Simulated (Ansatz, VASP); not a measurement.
## Two plane-wave programs on Se

```
Se
1.0
     5.34919    3.08836    1.52540
    -5.34919    3.08836    1.52540
     0.00000   -6.17672    1.52540
Se
6
Direct
  0.83299 0.69779 0.09124
  0.69779 0.09124 0.83299
  0.09124 0.83299 0.69779
  0.16701 0.30221 0.90876
  0.30221 0.90876 0.16701
  0.90876 0.16701 0.30221
```

Alike in both runs: functional PBEsol; k mesh 6 × 6 × 6; occupations gaussian, width 0.02 eV; no spin polarisation.

Ansatz relaxed the structure, and its values are those at the end. VASP's run is a single point on that final structure, the one shown.

```csv
,VASP,Ansatz
version,VASP 6.6.1,Ansatz 0.2.0
potentials or method,"VASP PAW PBE potentials, release 64 (Se), cutoff 520 eV","scalar-relativistic, plane waves, PAW"
valence electrons in the cell,36,96
```

Ansatz gave:

```
gap on the k mesh at the Fermi level (eV) : 0.98
least direct gap on the mesh (eV)         : 1.11
pressure (GPa)                            : 0.0
rms of the force components (eV/Å)        : 0.001
```

Problem. What did VASP give for the same quantities?

Solution. gap on the k mesh at the Fermi level (eV): 0.98; least direct gap on the mesh (eV): 1.11; pressure (GPa): 0.2; rms of the force components (eV/Å): 0.020.

VASP's potentials were made for PBE, not for PBEsol. The functional is the same, so the differences come from potentials, cutoffs and numerics. VASP's potentials hold 36 valence electrons a cell and Ansatz's 96, so a difference there can come from the potentials and not from the codes.
